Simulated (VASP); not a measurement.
Write the native input for VASP 6.6.1 that does the following.

```
Task                   : single point
Functional             : PBE
Potentials or basis    : VASP PAW PBE potentials, release 64 (Ti_sv, B, H)
Cutoff                 : 520 eV
k mesh                 : 6 × 6 × 4
Occupations            : gaussian, width 0.1 eV
Spin                   : no spin polarisation
Dipole correction      : no
Further INCAR settings : ALGO = Normal; EDIFF = 1e-06; NBANDS = 25
```

The structure of TiBH lies in POSCAR:

```
TiBH
1.0
    3.4026812800      0.0000000000      0.0000000000
   -1.7013406400      2.9468084300      0.0000000000
    0.0000000000      0.0000000000      4.9359889800
Ti B H
2 2 2
Direct
    0.0000000000      0.0000000000      0.7422958700
    0.0000000000      0.0000000000      0.2577041300
    0.3333333300      0.6666666700      0.0000000000
    0.6666666700      0.3333333300      0.0000000000
    0.3333333300      0.6666666700      0.5000000000
    0.6666666700      0.3333333300      0.5000000000
```

The cell was generated, and may not be a known phase.

One way to write it, as run:

INCAR

```
SYSTEM = TiBH
PREC = Accurate ; ENCUT = 520
EDIFF = 1E-6 ; ISMEAR = 0
SIGMA = 0.1 ; LREAL = .False.
LASPH = .True. ; NELM = 60
ALGO = Normal ; ISIF = 2
LWAVE = .False. ; LCHARG = .True.
GGA = PE ; LELF = .True.
LVHAR = .True. ; NBANDS = 25
```

KPOINTS

```
Automatic mesh
0
Gamma
  6 6 4
  0 0 0
```

Potentials or basis: VASP PAW PBE potentials, release 64 (Ti_sv, B, H).

Command:

```bash
$ cat potpaw_PBE.64/Ti_sv/POTCAR potpaw_PBE.64/B/POTCAR potpaw_PBE.64/H/POTCAR > POTCAR
$ mpirun -np 1 vasp_std > vasp.out
```

Results of the run:

```json
{
 "Pressure": "-5.3 GPa",
 "Largest force": "0.182 eV/Å",
 "Band gap on the k mesh": "zero (bands 16 and 17 overlap by 0.64 eV)"
}
```

Caveat: the stress differs along the axes, from -30 to 44 GPa.

Run time: 16 s on 1 thread of Intel(R) Xeon(R) 6975P-C (Granite Rapids) (shared host), peak memory 0.18 GiB.
